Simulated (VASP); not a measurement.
# Ca4AlTl: single point with PBE

Ca4AlTl:

```
Ca Al Tl
1.0
     0.00000    4.18480    4.18480
     4.18480    0.00000    4.18480
     4.18480    4.18480    0.00000
Ca Al Tl
4 1 1
Direct
  0.62577 0.12269 0.62577
  0.62577 0.62577 0.12269
  0.62577 0.62577 0.62577
  0.12269 0.62577 0.62577
  0.25000 0.25000 0.25000
  0.00000 0.00000 0.00000
```

```yaml
Program: VASP 6.6.1
Task: single point
Functional: PBE
Potentials_or_basis: VASP PAW PBE potentials, release 64 (Ca_sv, Al, Tl_d)
Cutoff: 520 eV
k_mesh: 4 × 4 × 4
Occupations: gaussian, width 0.1 eV
Spin: no spin polarisation
```

```yaml
Pressure: 10.1 GPa
Largest_force: 0.342 eV/Å
Band_gap_on_the_k_mesh: zero (bands 28 and 29 overlap by 0.64 eV)
```

Forces on the atoms (eV/Å):
```
Ca   0.197 -0.197  0.197
Ca   0.197  0.197 -0.197
Ca  -0.197 -0.197 -0.197
Ca  -0.197  0.197  0.197
Al   0.000  0.000  0.000
Tl   0.000  0.000  0.000
```

Levels at points of the mesh, in eV from the Fermi level:
```csv
k point,band 25,band 26,band 27,band 28,band 29,band 30,band 31,band 32
"(0.00, 0.00, 0.00)",-1.67,-1.67,-1.67,-0.02,-0.02,-0.02,0.61,0.61
"(0.50, 0.00, 0.00)",-1.28,-1.28,-0.46,-0.25,-0.25,1.09,1.09,1.23
"(0.50, 0.50, 0.00)",-1.93,-1.37,-1.23,0.36,0.36,0.62,0.71,1.71
```

Wall time 60 s on 1 thread of Intel(R) Xeon(R) Platinum 8124M CPU @ 3.00GHz (Skylake/Cascade Lake), with other jobs on the host, peak memory 0.33 GiB.

Caveat: the cell stands under pressure; spin-orbit coupling is left out, which moves the levels of the heavy elements.
